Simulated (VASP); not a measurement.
## Al8O: single point with PBE

The system is Al8O, a slab with vacuum.

```
CELL_PARAMETERS angstrom
2.85354 0.00000 0.00000
-1.42677 2.47124 0.00000
0.00000 0.00000 31.97493
ATOMIC_POSITIONS crystal
Al 0.33333 0.66667 0.12510
Al 0.00000 0.00000 0.19845
Al 0.66667 0.33333 0.27180
Al 0.00000 0.00000 0.34515
Al 0.33333 0.66667 0.41792
Al 0.00000 0.00000 0.49166
Al 0.66667 0.33333 0.56541
Al 0.00000 0.00000 0.64034
O 0.00000 0.50000 0.66868
```

```json
{
 "Program": "VASP 6.6.1",
 "Task": "single point",
 "Functional": "PBE",
 "Potentials or basis": "VASP PAW PBE potentials, release 64 (Al, O)",
 "Cutoff": "520 eV",
 "k mesh": "9 × 9 × 1",
 "Occupations": "gaussian, width 0.1 eV",
 "Spin": "no spin polarisation",
 "Dipole correction": "yes",
 "Further INCAR settings": "ALGO = Normal; EDIFF = 1e-06; NBANDS = 25"
}
```

The largest force is 0.161 eV/Å. The band gap on the k mesh is zero (bands 15 and 16 overlap by 3.09 eV).

Forces in eV/Å, atoms in the order of the input:
```
Al   0.000  0.000 -0.070
Al  -0.001  0.000  0.035
Al   0.012  0.007  0.016
Al   0.001  0.000 -0.053
Al  -0.007 -0.004  0.161
Al   0.001  0.001 -0.074
Al  -0.132 -0.076 -0.012
Al   0.009  0.005 -0.023
O    0.117  0.068  0.021
```

Levels at points of the mesh, in eV from the Fermi level:
| k point | band 11 | band 12 | band 13 | band 14 | band 15 | band 16 | band 17 | band 18 | band 19 | band 20 |
| --- | --- | --- | --- | --- | --- | --- | --- | --- | --- | --- |
| (0.00, 0.00, 0.00) | -3.71 | -2.40 | -1.80 | -0.84 | 0.85 | 2.48 | 3.75 | 4.73 | 5.81 | 6.80 |

It took 3.6 min on 1 thread of Intel(R) Xeon(R) 6975P-C (Granite Rapids) (shared host), peak memory 0.43 GiB.
